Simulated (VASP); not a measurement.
# Hg (P6/mmm) in VASP: notebook

Hg is run at these levels: r2SCAN; tasks: single point.

Program: VASP 6.6.1. These are calculated values, not measurements. Logs are shortened: lines on timing, memory, paths and dates and some standing lists are left out, and cuts for length are marked.

## 1. The cell of the first run

The structure is hexagonal, space group P6/mmm (No. 191). Conventional cell: a = 5.409 Å, b = 5.409 Å, c = 3.200 Å, α = 90.00°, β = 90.00°, γ = 120.00°. Within 4.2 Å of Hg (site symmetry 6/mmm) lie 14 Hg at 3.20 to 3.51 Å. Hg (site symmetry -6m2) has 11 Hg at 3.12 to 3.51 Å within 4.1 Å.

## 2. Single point, r2SCAN

File POSCAR:

```
Hg
1.0
    5.4087358962      0.0000000000      0.0000000000
   -2.7043679481      4.6841026885      0.0000000000
    0.0000000000      0.0000000000      3.1995636425
Hg
3
Direct
    0.0000000000      0.0000000000      0.0000000000
    0.3333333333      0.6666666667      0.5000000000
    0.6666666667      0.3333333333      0.5000000000
```

File INCAR.step1:

```
SYSTEM = Hg
ALGO = Normal
EDIFF = 1E-4
ENCUT = 520
GGA = PE
ISMEAR = 0
LASPH = .TRUE.
LCHARG = .FALSE.
LREAL = .FALSE.
LWAVE = .TRUE.
NBANDS = 25
NELM = 100
PREC = Accurate
SIGMA = 0.1
```

File INCAR.step2:

```
SYSTEM = Hg
ALGO = Normal
EDIFF = 1E-6
ENCUT = 520
ISIF = 2
ISMEAR = 0
ISTART = 1
LASPH = .TRUE.
LCHARG = .FALSE.
LMIXTAU = .TRUE.
LREAL = .FALSE.
LWAVE = .FALSE.
METAGGA = R2SCAN
NBANDS = 25
NELM = 100
PREC = Accurate
SIGMA = 0.1
```

File KPOINTS:

```
k-points
0
G
  9 9 12
  0 0 0
```

Potentials or basis: VASP PAW PBE potentials, release 64 (Hg).

On the command line:

```
cat potpaw_PBE.64/Hg/POTCAR > POTCAR
cp INCAR.step1 INCAR
mpirun -np 1 vasp_std > vasp.out
cp INCAR.step2 INCAR
mpirun -np 1 vasp_std > vasp.out
```

OUTCAR:

```text
SYSTEM = Hg
   EDIFF = 1E-6
   ENCUT = 520
   ISIF = 2
   ISMEAR = 0
   ISTART = 1
   LASPH = .TRUE.
   LREAL = .FALSE.
   METAGGA = R2SCAN
   NELM = 100
   PREC = Accurate

 ion  position               nearest neighbor table
   1  0.000  0.000  0.000-   2 3.51   3 3.51   2 3.51   3 3.51   3 3.51   3 3.51   2 3.51   2 3.51
                             3 3.51   3 3.51   2 3.51   2 3.51
   2  0.333  0.667  0.500-   3 3.12   3 3.12   3 3.12   1 3.51   1 3.51   1 3.51   1 3.51   1 3.51
                             1 3.51
   3  0.667  0.333  0.500-   2 3.12   2 3.12   2 3.12   1 3.51   1 3.51   1 3.51   1 3.51   1 3.51
                             1 3.51

  LATTYP: Found a hexagonal cell.
 ALAT       =     5.4087358962
 C/A-ratio  =     0.5915547928

  Lattice vectors:

 A1 = (   5.4087358962,   0.0000000000,   0.0000000000)
 A2 = (  -2.7043679481,   4.6841026885,   0.0000000000)
 A3 = (   0.0000000000,   0.0000000000,   3.1995636425)

Analysis of symmetry for initial positions (statically):
=====================================================================
 Subroutine PRICEL returns:
 Original cell was already a primitive cell.

 Routine SETGRP: Setting up the symmetry group for a
 hexagonal supercell.

 Subroutine GETGRP returns: Found 24 space group operations
 (whereof 24 operations were pure point group operations)
 out of a pool of 24 trial point group operations.

The static configuration has the point symmetry D_6h.

Analysis of symmetry for dynamics (positions and initial velocities):
=====================================================================
 Subroutine PRICEL returns:
 Original cell was already a primitive cell.

 Routine SETGRP: Setting up the symmetry group for a
 hexagonal supercell.

 Subroutine GETGRP returns: Found 24 space group operations
 (whereof 24 operations were pure point group operations)
 out of a pool of 24 trial point group operations.

The dynamic configuration has the point symmetry D_6h.

 Subroutine INISYM returns: Found 24 space group operations
 (whereof 24 operations are pure point group operations),
 and found     1 'primitive' translations

----------------------------------------------------------------------------------------

                                     Primitive cell

  volume of cell :      81.0612

  direct lattice vectors                    reciprocal lattice vectors
     5.408735896  0.000000000  0.000000000     0.184886084  0.106744030  0.000000000
    -2.704367948  4.684102689  0.000000000     0.000000000  0.213488061  0.000000000
     0.000000000  0.000000000  3.199563642     0.000000000  0.000000000  0.312542619

  length of vectors
     5.408735896  5.408735896  3.199563642     0.213488061  0.213488061  0.312542619

  position of ions in fractional coordinates (direct lattice)
     0.000000000  0.000000000  0.000000000
     0.333333333  0.666666667  0.500000000
     0.666666667  0.333333333  0.500000000

  ion indices of the primitive-cell ions
   primitive index   ion index
                 1           1
                 2           2
                 3           3

----------------------------------------------------------------------------------------

 KPOINTS: k-points

Automatic generation of k-mesh.
 Grid dimensions read from file:
 generate k-points for:    9    9   12

 Generating k-lattice:

  Cartesian coordinates                     Fractional coordinates (reciprocal lattice)
     0.020542898  0.011860448  0.000000000     0.111111111 -0.000000000  0.000000000
     0.000000000  0.023720896  0.000000000     0.000000000  0.111111111  0.000000000
     0.000000000  0.000000000  0.026045218     0.000000000  0.000000000  0.083333333

  Length of vectors
     0.023720896  0.023720896  0.026045218

  Shift w.r.t. Gamma in fractional coordinates (k-lattice)
     0.000000000  0.000000000  0.000000000

 Subroutine IBZKPT returns following result:
 ===========================================

 Found     84 irreducible k-points:

 Following reciprocal coordinates:
            Coordinates               Weight
  0.000000  0.000000  0.000000      1.000000
  0.111111  0.000000  0.000000      6.000000
  0.222222  0.000000  0.000000      6.000000
  0.333333  0.000000  0.000000      6.000000
  0.444444  0.000000  0.000000      6.000000
  0.111111  0.111111  0.000000      6.000000
[... 16 lines left out ...]
  0.333333  0.222222  0.083333     24.000000
  0.333333  0.333333  0.083333      4.000000
 [... further k-points ...]
   k-points           NKPTS =     84   k-points in BZ     NKDIM =     84   number of bands    NBANDS=     25
   number of dos      NEDOS =    301   number of ions     NIONS =      3
   total plane-waves  NPLWV =  38400
   dimension x,y,z NGX =    40 NGY =   40 NGZ =   24
   dimension x,y,z NGXF=    80 NGYF=   80 NGZF=   48
   ions per type =               3
   NGX,Y,Z   is equivalent  to a cutoff of  12.29, 12.29, 12.47 a.u.
   NGXF,Y,Z  is equivalent  to a cutoff of  24.59, 24.59, 24.94 a.u.
 SYSTEM =  Hg
   PREC   = accura    normal or accurate (medium, high low for compatibility)
   ISTART =      1    job   : 0-new  1-cont  2-samecut
   ICHARG =      0    charge: 1-file 2-atom 10-const
   ISPIN  =      1    spin polarized calculation?
   LNONCOLLINEAR =      F non collinear calculations
   LSORBIT =      F    spin-orbit coupling
   LASPH  =      T    aspherical Exc in radial PAW
   ENCUT  =  520.0 eV  38.22 Ry    6.18 a.u.  10.06 10.06  5.95*2*pi/ulx,y,z
   NELM   =    100;   NELMIN=  2; NELMDL=  0     # of ELM steps
   EDIFF  = 0.1E-05   stopping-criterion for ELM
   LREAL  =      F    real-space projection
   EDIFFG = 0.1E-04   stopping-criterion for IOM
   NSW    =      0    number of steps for IOM
   IBRION =     -1    ionic relax: 0-MD 1-quasi-New 2-CG
   NFREE  =      0    steps in history (QN), initial steepest desc. (CG)
   ISIF   =      2    stress and relaxation
   ISYM   =      2    0-nonsym 1-usesym 2-fastsym
   POTIM  = 0.5000    time-step for ionic-motion
   TEBEG  =    0.0;   TEEND  =   0.0 temperature during run
   PSTRESS=    0.0 pullay stress
   NELECT =      36.0000    total number of electrons
   NUPDOWN=      -1.0000    fix difference up-down
   EMIN   =  10.00;   EMAX   =-10.00  energy-range for DOS
   EFERMI =   0.00;   METHOD = LEGACY
   ISMEAR =     0;   SIGMA  =   0.10  broadening in eV -4-tet -1-fermi 0-gaus
   EFERMI_NEDOS =   21; number of points for ismear=-14 and -15
   IALGO  =     38    algorithm
   IMIX   =      4    mixing-type and parameters
     AMIX     =   0.40;   BMIX     =  1.00
     AMIX_MAG =   1.60;   BMIX_MAG =  1.00
  volume/ion in A,a.u.               =      27.02       182.34
  Fermi-wavevector in a.u.,A,eV,Ry     =   1.249026  2.360316 21.225973  1.560065
  Thomas-Fermi vector in A             =   2.383085
   LORBIT       =      0    0 simple, 1 ext, 2 COOP (PROOUT), +10 PAW based schemes
   METAGGA = R2SCAN    functional components
   LHFCALC =     F    Hartree Fock is set to
   AEXX    =    0.0000 exact exchange contribution
   IVDW    =     0    specifies the selected vdW correction
   LEPSILON=     F    determine dielectric tensor
   LRPA    =     F    only Hartree local field effects (RPA)
 non-spin polarized calculation
 Gauss-broadening in eV      SIGMA  =   0.10
  energy-cutoff  :      520.00
  volume of cell :       81.06
 maximum number of plane-waves:      2211
   NGX = 21   NGY = 21   NGZ = 11

 number of electron      36.0000007 magnetization

 Free energy of the ion-electron system (eV)
  ---------------------------------------------------
  ext. energy  EPLUGINS =         0.00000000
  ---------------------------------------------------
  free energy    TOTEN  =      -148.08912926 eV

  energy without entropy =     -148.08676270  energy(sigma->0) =     -148.08794598

 E-fermi :   1.7324     XC(G=0): -10.6554

 val. band max:        1.6961663982   @ k =   0.1111   0.0000   0.3333
 cond. band min:       1.7493383679   @ k =   0.2222   0.1111   0.5000
 fundamental gap:      0.0531719698
 Fermi energy:         1.7324303167

 k-point     1 :       0.0000    0.0000    0.0000
  band No.  band energies     occupation
      1      -6.5907      2.00000
      2      -6.1279      2.00000
      3      -5.6951      2.00000
      4      -5.5420      2.00000
      5      -5.3811      2.00000
      6      -5.3810      2.00000
[... 17 lines left out ...]
     24      14.9665      0.00000
     25      16.1307      0.00000

 k-point     2 :       0.1111    0.0000    0.0000
  band No.  band energies     occupation
      1      -6.4922      2.00000
      2      -6.1119      2.00000
      3      -5.7118      2.00000
      4      -5.5786      2.00000
      5      -5.4680      2.00000
      6      -5.4674      2.00000
[... 17 lines left out ...]
     24      14.8799      0.00000
     25      15.1691      0.00000

 k-point     3 :       0.2222    0.0000    0.0000
  band No.  band energies     occupation
      1      -6.2201      2.00000
      2      -6.0669      2.00000
      3      -5.7637      2.00000
      4      -5.7350      2.00000
      5      -5.5764      2.00000
      6      -5.5251      2.00000
[... 17 lines left out ...]
     24      12.9850      0.00000
     25      14.0250      0.00000

 k-point     4 :       0.3333    0.0000    0.0000
  band No.  band energies     occupation
      1      -6.0119      2.00000
      2      -5.9667      2.00000
      3      -5.8577      2.00000
      4      -5.7762      2.00000
      5      -5.6470      2.00000
      6      -5.5100      2.00000
[... 17 lines left out ...]
     24      11.3283      0.00000
     25      12.3546      0.00000

 k-point     5 :       0.4444    0.0000    0.0000
  band No.  band energies     occupation
      1      -6.0636      2.00000
      2      -5.9327      2.00000
      3      -5.8528      2.00000
      4      -5.7218      2.00000
      5      -5.6793      2.00000
      6      -5.3717      2.00000
[... 17 lines left out ...]
     24      10.6999      0.00000
     25      12.2098      0.00000

 k-point     6 :       0.1111    0.1111    0.0000
  band No.  band energies     occupation
      1      -6.3072      2.00000
      2      -6.0814      2.00000
      3      -5.7402      2.00000
      4      -5.6785      2.00000
      5      -5.5785      2.00000
      6      -5.5120      2.00000
[... 17 lines left out ...]
     24      13.3316      0.00000
     25      15.0341      0.00000
[... 393 lines left out ...]
 k-point    21 :       0.4444    0.1111    0.0833
  band No.  band energies     occupation
      1      -6.0355      2.00000
      2      -5.8312      2.00000
      3      -5.7862      2.00000
      4      -5.7550      2.00000
      5      -5.5768      2.00000
      6      -5.5242      2.00000
[... 17 lines left out ...]
     24      10.9036      0.00000
     25      11.4743      0.00000

 k-point    22 :       0.2222    0.2222    0.0833
  band No.  band energies     occupation
      1      -5.9695      2.00000
      2      -5.8905      2.00000
      3      -5.7675      2.00000
      4      -5.7234      2.00000
      5      -5.7060      2.00000
      6      -5.5337      2.00000
[... 17 lines left out ...]
     24      10.6089      0.00000
     25      12.8597      0.00000

 k-point    23 :       0.3333    0.2222    0.0833
  band No.  band energies     occupation
      1      -6.0410      2.00000
      2      -5.8310      2.00000
      3      -5.8034      2.00000
      4      -5.7625      2.00000
      5      -5.6831      2.00000
      6      -5.5573      2.00000
[... 17 lines left out ...]
     24      11.4840      0.00000
     25      11.8859      0.00000

 k-point    24 :       0.3333    0.3333    0.0833
  band No.  band energies     occupation
      1      -6.0672      2.00000
      2      -5.7912      2.00000
      3      -5.7912      2.00000
      4      -5.7720      2.00000
      5      -5.7720      2.00000
      6      -5.5639      2.00000
[... 17 lines left out ...]
     24      11.9877      0.00000
     25      11.9992      0.00000

 [... further k-points ...]

------------------------ aborting loop because EDIFF is reached ----------------------------------------

  FORCE on cell =-STRESS in cart. coord.  units (eV):
  Direction    XX          YY          ZZ          XY          YZ          ZX
  --------------------------------------------------------------------------------------
  -------------------------------------------------------------------------------------
  Total        0.1059374      0.1059374      0.1218922      0.0000000      0.0000000      0.0000000
  in kB        2.0938570      2.0938570      2.4092045      0.0000000      0.0000000      0.0000000
  external PRESSURE =       2.1989729 kB  Pullay stress =       0.0000000 kB

 VOLUME and BASIS-vectors are now :
 -----------------------------------------------------------------------------
  energy-cutoff  :      520.00
  volume of cell :       81.06
      direct lattice vectors                 reciprocal lattice vectors
     5.408735896  0.000000000  0.000000000     0.184886084  0.106744030  0.000000000
    -2.704367948  4.684102689  0.000000000     0.000000000  0.213488061  0.000000000
     0.000000000  0.000000000  3.199563642     0.000000000  0.000000000  0.312542619

 POSITION                                       TOTAL-FORCE (eV/Angst)
 -----------------------------------------------------------------------------------
      0.00000      0.00000      0.00000         0.000000      0.000000     -0.000000
     -0.00000      3.12274      1.59978         0.000000      0.000000     -0.000000
      2.70437      1.56137      1.59978        -0.000000      0.000000      0.000000
 -----------------------------------------------------------------------------------
    total drift:                                0.000000     -0.000000      0.000000

  FREE ENERGIE OF THE ION-ELECTRON SYSTEM (eV)
  ---------------------------------------------------
  free  energy   TOTEN  =      -148.0891292633 eV

  energy  without entropy=     -148.0867627048  energy(sigma->0) =     -148.08794598
```

It took 3.7 min on 1 thread of Intel Xeon Platinum 8488C (Sapphire Rapids), shared host; peak memory 0.28 GiB.

Results:

```
Free energy            : -148.0891 eV
Pressure               : 0.2 GPa
Band gap on the k mesh : zero (band 18 reaches 3.82 eV, above the bottom of band 19 at 0.90 eV)
```

Caveat: the PAW data sets were made with another functional, which shifts forces and pressure a little; spin-orbit coupling is left out, which moves the levels of the heavy elements.

## 3. Single point, r2SCAN

File POSCAR:

```
Hg
1.0
    5.4347439419      0.0000000000      0.0000000000
   -2.7173719710      4.7066263168      0.0000000000
    0.0000000000      0.0000000000      3.1742796083
Hg
3
Direct
    0.0000000000      0.0000000000      0.0000000000
    0.3333333333      0.6666666667      0.5000000000
    0.6666666667      0.3333333333      0.5000000000
```

File INCAR.step1:

```
PREC = Accurate
ENCUT = 520
ISMEAR = 0
SIGMA = 0.1
LREAL = F
LASPH = T
NELM = 100
NBANDS = 25
GGA = PE
ALGO = Normal
EDIFF = 1E-4
LWAVE = T
LCHARG = F
```

File INCAR.step2:

```
PREC = Accurate
ENCUT = 520
EDIFF = 1E-6
ISMEAR = 0
SIGMA = 0.1
LREAL = F
LASPH = T
NELM = 100
ALGO = Normal
ISIF = 2
LWAVE = F
LCHARG = F
METAGGA = R2SCAN
LMIXTAU = T
NBANDS = 25
ISTART = 1
```

File KPOINTS:

```
Automatic mesh
0
Gamma
  12 12 14
```

Potentials or basis: VASP PAW PBE potentials, release 64 (Hg).

On the command line:

```
cat potpaw_PBE.64/Hg/POTCAR > POTCAR
cp INCAR.step1 INCAR
mpirun -np 1 vasp_std > vasp.out
cp INCAR.step2 INCAR
mpirun -np 1 vasp_std > vasp.out
```

Run time: 6.7 min. Hardware: 1 thread of Intel Xeon Platinum 8488C (Sapphire Rapids), shared host; peak memory 0.36 GiB.

It converged, with:

```yaml
Free_energy: -148.0849 eV
Pressure: 0.2 GPa
Band_gap_on_the_k_mesh: zero (band 18 reaches 3.82 eV, above the bottom of band 19 at 0.82 eV)
```

Levels at points of the mesh, in eV from the Fermi level:
| k point | band 16 | band 17 | band 18 | band 19 | band 20 | band 21 |
| --- | --- | --- | --- | --- | --- | --- |
| (0.00, 0.00, 0.00) | -6.12 | -1.56 | -1.17 | 1.94 | 1.94 | 2.03 |
| (0.50, 0.00, 0.00) | -5.69 | -5.53 | -1.97 | -0.88 | 5.92 | 5.93 |
| (0.00, 0.00, 0.50) | -3.33 | -2.73 | 2.11 | 3.07 | 3.39 | 3.80 |
| (0.50, 0.00, 0.50) | -1.78 | -1.68 | -1.12 | -0.17 | 2.11 | 2.61 |

Caveat: the PAW data sets were made with another functional, which shifts forces and pressure a little; spin-orbit coupling is left out, which moves the levels of the heavy elements.
